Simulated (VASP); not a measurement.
Write the native input for VASP 6.6.1 that does the following.

| Quantity | Value |
| --- | --- |
| Task | single point |
| Functional | PBE |
| Potentials or basis | VASP PAW PBE potentials, release 64 (Ga_d) |
| Cutoff | 520 eV |
| k mesh | 12 × 12 × 12 |
| Occupations | fermi-dirac, width 0.05 eV |
| Spin | no spin polarisation |
| Dipole correction | no |
| Further INCAR settings | ALGO = Normal; EDIFF = 1e-06; NBANDS = 20 |

The structure of Ga lies in POSCAR:

```
Ga
1.0
    0.0000000000      2.9392041338      2.9392041338
    2.9392041338      0.0000000000      2.9392041338
    2.9392041338      2.9392041338      0.0000000000
Ga
2
Direct
   -0.1250000000     -0.1250000000     -0.1250000000
    0.1250000000      0.1250000000      0.1250000000
```

This isn't the form of Ga at room conditions, which is orthorhombic.

The input as run:

INCAR

```
SYSTEM = Ga
PREC = Accurate ; ENCUT = 520
EDIFF = 1E-6 ; ISMEAR = -1
SIGMA = 0.05 ; LREAL = .False.
LASPH = .True. ; NELM = 100
ALGO = Normal ; ISIF = 2
LWAVE = .False. ; LCHARG = .False.
GGA = PE ; NBANDS = 20
```

KPOINTS

```
regular mesh
0
Gamma
  12 12 12
  0 0 0
```

Potentials or basis: VASP PAW PBE potentials, release 64 (Ga_d).

The run is started by

```console
$ cat potpaw_PBE.64/Ga_d/POTCAR > POTCAR
$ mpirun -np 1 vasp_std > vasp.out
```

It gave:

* Pressure: 0.2 GPa
* Band gap on the k mesh: zero (bands 13 and 14 overlap by 4.15 eV)

Run time: 68 s on 1 thread of Intel Xeon 8259CL, on a shared host, peak memory 0.21 GiB.
